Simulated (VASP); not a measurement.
# W (I4/mmm) in VASP: further runs, part 2 of 2

VASP 6.6.1.

## 4. Single point, PBE (strain -0.025 along x and y, +0.000 along z)

File INCAR:

```
SYSTEM = W
ALGO     = Normal         ! electronic algorithm
EDIFF    = 1E-6           ! SCF threshold, eV
ENCUT    = 500            ! plane-wave cutoff, eV
GGA      = PE             ! functional
GGA_COMPAT= .FALSE.      
ISIF     = 2              ! what is computed and relaxed
ISMEAR   = 0              ! smearing method
LASPH    = .TRUE.         ! aspherical terms in the spheres
LCHARG   = .TRUE.         ! write CHGCAR
LELF     = .TRUE.         ! ELF
LREAL    = .FALSE.        ! projectors in reciprocal space
LVHAR    = .TRUE.       
LWAVE    = .FALSE.        ! write WAVECAR
NBANDS   = 13             ! bands
NELM     = 120            ! most SCF steps
PREC     = Accurate       ! precision mode
SIGMA    = 0.15           ! smearing width, eV
```

File KPOINTS:

```
k-points
0
G
  20 20 20
  0 0 0
```

File POSCAR:

```
W
1.0
   -1.5573675000      1.5573675000      1.5973000000
    1.5573675000     -1.5573675000      1.5973000000
    1.5573675000      1.5573675000     -1.5973000000
W
1
Direct
    0.0000000000      0.0000000000      0.0000000000
```

Potentials or basis: VASP PAW PBE potentials, release 64 (W_sv).

Started as:

```
> cat potpaw_PBE.64/W_sv/POTCAR > POTCAR
> mpirun -np 1 vasp_std > vasp.out
```

OUTCAR:

```text
SYSTEM = W
   EDIFF = 1E-6
   ENCUT = 500
   GGA = PE
   ISIF = 2
   ISMEAR = 0
   LASPH = .TRUE.
   LREAL = .FALSE.
   NELM = 120
   PREC = Accurate

 ion  position               nearest neighbor table
   1  0.000  0.000  0.000-

  LATTYP: Found a body centered tetragonal cell.
 ALAT       =     3.1147350000
 C/A-ratio  =     1.0256410256

  Lattice vectors:

 A1 = (  -1.5573675000,   1.5573675000,   1.5973000000)
 A2 = (   1.5573675000,  -1.5573675000,   1.5973000000)
 A3 = (   1.5573675000,   1.5573675000,  -1.5973000000)

Analysis of symmetry for initial positions (statically):
=====================================================================
 Subroutine PRICEL returns:
 Original cell was already a primitive cell.

 Routine SETGRP: Setting up the symmetry group for a
 body centered tetragonal supercell.

 Subroutine GETGRP returns: Found 16 space group operations
 (whereof 16 operations were pure point group operations)
 out of a pool of 16 trial point group operations.

The static configuration has the point symmetry D_4h.

Analysis of symmetry for dynamics (positions and initial velocities):
[... 167 lines left out ...]
      2     -25.9161      2.00000
      3     -25.9052      2.00000
      4     -25.9052      2.00000
      5       2.0128      2.00000
      6      10.3992      2.00000
      7      10.3992      2.00000
      8      10.7395      2.00000
      9      13.8518      0.00000
     10      14.3114      0.00000
     11      26.0236      0.00000
     12      26.5159      0.00000
     13      26.5159      0.00000
[... 354 lines left out ...]
  band No.  band energies     occupation
      1     -62.2738      2.00000
      2     -26.9450      2.00000
      3     -26.2325      2.00000
      4     -25.9278      2.00000
      5       5.2850      2.00000
      6       8.7564      2.00000
      7      10.0529      2.00000
      8      13.5104      0.00000
      9      14.6804      0.00000
     10      15.2363      0.00000
     11      25.4158      0.00000
     12      26.3887      0.00000
     13      33.1215      0.00000

 [... further k-points ...]

------------------------ aborting loop because EDIFF is reached ----------------------------------------

  FORCE on cell =-STRESS in cart. coord.  units (eV):
  Direction    XX          YY          ZZ          XY          YZ          ZX
  --------------------------------------------------------------------------------------
  -------------------------------------------------------------------------------------
  Total        1.6574636      1.6574636      0.7726933      0.0000000      0.0000000      0.0000000
  in kB      171.3664874    171.3664874     79.8893739      0.0000000      0.0000000      0.0000000
  external PRESSURE =     140.8741163 kB  Pullay stress =       0.0000000 kB

 VOLUME and BASIS-vectors are now :
 -----------------------------------------------------------------------------
  energy-cutoff  :      500.00
  volume of cell :       15.50
      direct lattice vectors                 reciprocal lattice vectors
    -1.557367500  1.557367500  1.597300000     0.000000000  0.321054600  0.313028235
     1.557367500 -1.557367500  1.597300000     0.321054600  0.000000000  0.313028235
     1.557367500  1.557367500 -1.597300000     0.321054600  0.321054600  0.000000000

 POSITION                                       TOTAL-FORCE (eV/Angst)
 -----------------------------------------------------------------------------------
      0.00000      0.00000      0.00000        -0.000000      0.000000     -0.000000
 -----------------------------------------------------------------------------------
    total drift:                                0.000000     -0.000000      0.000000

  FREE ENERGIE OF THE ION-ELECTRON SYSTEM (eV)
  ---------------------------------------------------
  free  energy   TOTEN  =       -12.9244941157 eV

  energy  without entropy=      -12.9204497628  energy(sigma->0) =      -12.92247194
```

Wall time 86 s (1 thread of Intel Xeon Platinum 8259CL at 2.50GHz (Skylake/Cascade Lake), shared host); peak memory 0.22 GiB.

What came out:

```
Free energy            : -12.9245 eV
Pressure               : 14.1 GPa
Band gap on the k mesh : zero (band 7 reaches 17.03 eV, above the bottom of band 8 at 10.70 eV)
```

Stress tensor (GPa, compression positive):
```
17.14  0.00  0.00
 0.00 17.14  0.00
 0.00  0.00  7.99
```

Levels at points of the mesh, in eV from the Fermi level:
```
           k point  band 5  band 6  band 7  band 8  band 9  band 10
(0.00, 0.00, 0.00)   -9.80   -1.41   -1.41   -1.07    2.04     2.50
(0.50, 0.00, 0.00)   -6.47   -3.60    0.65    1.98    3.17     6.28
(0.50, 0.50, 0.00)   -6.46   -3.95    0.86    2.49    3.35     6.37
(0.50, 0.50, 0.50)   -6.10   -6.02    5.22    5.33    5.33     7.94
```

Caveat: the cell differs from its parent crystal (strain -0.025 along x and y, +0.000 along z); spin-orbit coupling is left out, which moves the levels of the heavy elements.

## 5. Single point, PBE (strain +0.000 along x and y, -0.025 along z)

File INCAR:

```
  PREC = Accurate
  ENCUT = 500
  EDIFF = 1E-6
  ISMEAR = 0
  SIGMA = 0.15
  LREAL = F
  LASPH = T
  NELM = 120
  ALGO = Normal
  ISIF = 2
  LWAVE = F
  LCHARG = F
  GGA = PE
  NBANDS = 13
  GGA_COMPAT = F
```

File KPOINTS:

```
regular mesh
0
Gamma
  20 20 20
```

File POSCAR:

```
W
1.0
   -1.5973000000      1.5973000000      1.5573675000
    1.5973000000     -1.5973000000      1.5573675000
    1.5973000000      1.5973000000     -1.5573675000
W
1
Direct
    0.0000000000      0.0000000000      0.0000000000
```

Potentials or basis: VASP PAW PBE potentials, release 64 (W_sv).

Started as:

```
> cat potpaw_PBE.64/W_sv/POTCAR > POTCAR
> mpirun -np 1 vasp_std > vasp.out
```

OUTCAR:

```text
PREC = Accurate
   ENCUT = 500
   EDIFF = 1E-6
   ISMEAR = 0
   LREAL = F
   LASPH = T
   NELM = 120
   ISIF = 2
   GGA = PE

 ion  position               nearest neighbor table
   1  0.000  0.000  0.000-

  LATTYP: Found a body centered tetragonal cell.
 ALAT       =     3.1946000000
 C/A-ratio  =     0.9750000000

  Lattice vectors:

 A1 = (  -1.5973000000,   1.5973000000,   1.5573675000)
 A2 = (   1.5973000000,  -1.5973000000,   1.5573675000)
 A3 = (   1.5973000000,   1.5973000000,  -1.5573675000)

Analysis of symmetry for initial positions (statically):
=====================================================================
 Subroutine PRICEL returns:
 Original cell was already a primitive cell.

 Routine SETGRP: Setting up the symmetry group for a
 body centered tetragonal supercell.

 Subroutine GETGRP returns: Found 16 space group operations
 (whereof 16 operations were pure point group operations)
 out of a pool of 16 trial point group operations.

The static configuration has the point symmetry D_4h.

Analysis of symmetry for dynamics (positions and initial velocities):
=====================================================================
 Subroutine PRICEL returns:
 Original cell was already a primitive cell.

 Routine SETGRP: Setting up the symmetry group for a
 body centered tetragonal supercell.

 Subroutine GETGRP returns: Found 16 space group operations
 (whereof 16 operations were pure point group operations)
 out of a pool of 16 trial point group operations.

The dynamic configuration has the point symmetry D_4h.

 Subroutine INISYM returns: Found 16 space group operations
 (whereof 16 operations are pure point group operations),
 and found     1 'primitive' translations

----------------------------------------------------------------------------------------

                                     Primitive cell
[... 114 lines left out ...]
   GGA     = PE    functional components
   LHFCALC =     F    Hartree Fock is set to
   AEXX    =    0.0000 exact exchange contribution
   IVDW    =     0    specifies the selected vdW correction
   LEPSILON=     F    determine dielectric tensor
   LRPA    =     F    only Hartree local field effects (RPA)
 non-spin polarized calculation
 Gauss-broadening in eV      SIGMA  =   0.15
  energy-cutoff  :      500.00
  volume of cell :       15.89
 maximum number of plane-waves:       417
   NGX =  9   NGY =  9   NGZ =  9

 number of electron      14.0000003 magnetization

 Free energy of the ion-electron system (eV)
  ---------------------------------------------------
  ext. energy  EPLUGINS =         0.00000000
  ---------------------------------------------------
  free energy    TOTEN  =       -12.94836541 eV

  energy without entropy =      -12.94431011  energy(sigma->0) =      -12.94633776

 E-fermi :  11.4419     XC(G=0): -13.6263

 val. band max:       11.4382564820   @ k =  -0.2000  -0.2000   0.1000
 cond. band min:      11.4436328751   @ k =  -0.2000   0.3000   0.1000
 fundamental gap:      0.0053763931
 Fermi energy:        11.4418538719

 k-point     1 :       0.0000    0.0000    0.0000
  band No.  band energies     occupation
      1     -62.7845      2.00000
      2     -26.3549      2.00000
      3     -26.3549      2.00000
      4     -26.3404      2.00000
      5       1.7828      2.00000
      6       9.9585      2.00000
      7      10.3000      2.00000
      8      10.3000      2.00000
      9      13.4232      0.00000
     10      13.8809      0.00000
     11      25.7597      0.00000
     12      25.7597      0.00000
     13      26.2560      0.00000
[... 354 lines left out ...]
  band No.  band energies     occupation
      1     -62.6865      2.00000
      2     -27.2923      2.00000
      3     -26.6698      2.00000
      4     -26.3715      2.00000
      5       5.0604      2.00000
      6       8.2984      2.00000
      7       9.7493      2.00000
      8      13.4065      0.00000
      9      14.1170      0.00000
     10      14.7521      0.00000
     11      24.7308      0.00000
     12      26.2635      0.00000
     13      31.9261      0.00000

 [... further k-points ...]

------------------------ aborting loop because EDIFF is reached ----------------------------------------

  FORCE on cell =-STRESS in cart. coord.  units (eV):
  Direction    XX          YY          ZZ          XY          YZ          ZX
  --------------------------------------------------------------------------------------
  -------------------------------------------------------------------------------------
  Total        0.2310767      0.2310767      1.1307128      0.0000000      0.0000000      0.0000000
  in kB       23.2939247     23.2939247    113.9826607      0.0000000      0.0000000      0.0000000
  external PRESSURE =      53.5235034 kB  Pullay stress =       0.0000000 kB

 VOLUME and BASIS-vectors are now :
 -----------------------------------------------------------------------------
  energy-cutoff  :      500.00
  volume of cell :       15.89
      direct lattice vectors                 reciprocal lattice vectors
    -1.597300000  1.597300000  1.557367500     0.000000000  0.313028235  0.321054600
     1.597300000 -1.597300000  1.557367500     0.313028235  0.000000000  0.321054600
     1.597300000  1.597300000 -1.557367500     0.313028235  0.313028235  0.000000000

 POSITION                                       TOTAL-FORCE (eV/Angst)
 -----------------------------------------------------------------------------------
      0.00000      0.00000      0.00000        -0.000000     -0.000000     -0.000000
 -----------------------------------------------------------------------------------
    total drift:                                0.000000     -0.000000      0.000000

  FREE ENERGIE OF THE ION-ELECTRON SYSTEM (eV)
  ---------------------------------------------------
  free  energy   TOTEN  =       -12.9483654139 eV

  energy  without entropy=      -12.9443101105  energy(sigma->0) =      -12.94633776
```

OSZICAR:

```text
N       E                     dE             d eps       ncg     rms          rms(c)
DAV:   1     0.818634758180E+02    0.81863E+02   -0.73078E+03 16780   0.119E+03
DAV:   2    -0.119883759526E+02   -0.93852E+02   -0.90192E+02 18691   0.310E+02
DAV:   3    -0.135618918199E+02   -0.15735E+01   -0.15688E+01 18376   0.389E+01
DAV:   4    -0.135681946197E+02   -0.63028E-02   -0.63027E-02 18456   0.272E+00
DAV:   5    -0.135682464372E+02   -0.51817E-04   -0.51818E-04 18621   0.233E-01    0.208E+01
DAV:   6    -0.130804105309E+02    0.48784E+00   -0.40691E-01 17411   0.857E+00    0.834E+00
DAV:   7    -0.129524868404E+02    0.12792E+00   -0.21405E-01 18546   0.590E+00    0.636E-01
DAV:   8    -0.129483654501E+02    0.41214E-02   -0.41898E-03 16941   0.836E-01    0.701E-02
DAV:   9    -0.129483710478E+02   -0.55977E-05   -0.72622E-05 19354   0.104E-01    0.501E-02
DAV:  10    -0.129483648625E+02    0.61853E-05   -0.13616E-05 17976   0.517E-02    0.618E-03
DAV:  11    -0.129483654139E+02   -0.55144E-06   -0.22985E-07 11808   0.573E-03
   1 F= -.12948365E+02 E0= -.12946338E+02  d E =-.405530E-02
```

It took 94 s on 1 thread of Intel Xeon Platinum 8259CL at 2.50GHz (Skylake/Cascade Lake), shared host; peak memory 0.22 GiB.

Results:

- Free energy: -12.9484 eV
- Pressure: 5.4 GPa
- Band gap on the k mesh: zero (band 7 reaches 16.52 eV, above the bottom of band 8 at 10.25 eV)

Caveat: the cell differs from its parent crystal (strain +0.000 along x and y, -0.025 along z); spin-orbit coupling is left out, which moves the levels of the heavy elements.

## 6. Single point, PBE (strain -0.025 along x and y, +0.025 along z)

File INCAR:

```
SYSTEM = W
  ALGO = Normal
  EDIFF = 1E-6
  ENCUT = 500
  GGA = PE
  GGA_COMPAT = .FALSE.
  ISIF = 2
  ISMEAR = 0
  LASPH = .TRUE.
  LCHARG = .TRUE.
  LELF = .TRUE.
  LREAL = .FALSE.
  LVHAR = .TRUE.
  LWAVE = .FALSE.
  NBANDS = 13
  NELM = 120
  PREC = Accurate
  SIGMA = 0.15
```

File KPOINTS:

```
k-points
0
G
  20 20 20
  0 0 0
```

File POSCAR:

```
W
1.0
   -1.5573675000      1.5573675000      1.6372325000
    1.5573675000     -1.5573675000      1.6372325000
    1.5573675000      1.5573675000     -1.6372325000
W
1
Direct
    0.0000000000      0.0000000000      0.0000000000
```

Potentials or basis: VASP PAW PBE potentials, release 64 (W_sv).

Started as:

```
> cat potpaw_PBE.64/W_sv/POTCAR > POTCAR
> mpirun -np 1 vasp_std > vasp.out
```

Run time: 93 s. Hardware: 1 thread of Intel Xeon Platinum 8259CL at 2.50GHz (Skylake/Cascade Lake), shared host; peak memory 0.22 GiB.

Results (log left out):

```yaml
Free_energy: -12.9280 eV
Pressure: 5.8 GPa
Band_gap_on_the_k_mesh: zero (band 7 reaches 16.43 eV, above the bottom of band 8 at 10.49 eV)
```

Stress tensor (GPa, compression positive):
```
11.13  0.00  0.00
 0.00 11.13  0.00
 0.00  0.00 -4.88
```

Levels at points of the mesh, in eV from the Fermi level:
```
           k point  band 5  band 6  band 7  band 8  band 9  band 10
(0.00, 0.00, 0.00)   -9.65   -1.44   -1.44   -0.80    1.77     2.63
(0.50, 0.00, 0.00)   -6.29   -3.34    0.52    1.67    3.14     6.02
(0.50, 0.50, 0.00)   -6.28   -4.01    0.91    2.70    3.41     6.20
(0.50, 0.50, 0.50)   -5.92   -5.77    4.99    5.20    5.20     7.31
```

Caveat: the cell differs from its parent crystal (strain -0.025 along x and y, +0.025 along z); spin-orbit coupling is left out, which moves the levels of the heavy elements.

## 7. The runs side by side

| cell | gap on the mesh (eV) | pressure (GPa) |
| --- | --- | --- |
| a = 2.882 Å, angles 108.8, 108.8, 110.8°, 1 atom | none | -30.1 |
| a = 2.721 Å, angles 108.1, 108.1, 112.2°, 1 atom | none | 14.7 |
| a = 2.721 Å, angles 110.2, 110.2, 108.1°, 1 atom | none | 14.1 |
| a = 2.744 Å, angles 108.8, 108.8, 110.8°, 1 atom | none | 5.4 |
| a = 2.744 Å, angles 110.8, 110.8, 106.7°, 1 atom | none | 5.8 |

Alike in all rows: task single point; level PBE; potentials or basis VASP PAW PBE potentials, release 64 (W_sv); no spin polarisation; k mesh 20 × 20 × 20; cutoff (eV) 500; smearing gaussian 0.15 eV.

Caveats: spin-orbit coupling is left out, which moves the levels of the heavy elements.

Absolute energies hang on the potentials; compare differences alone.
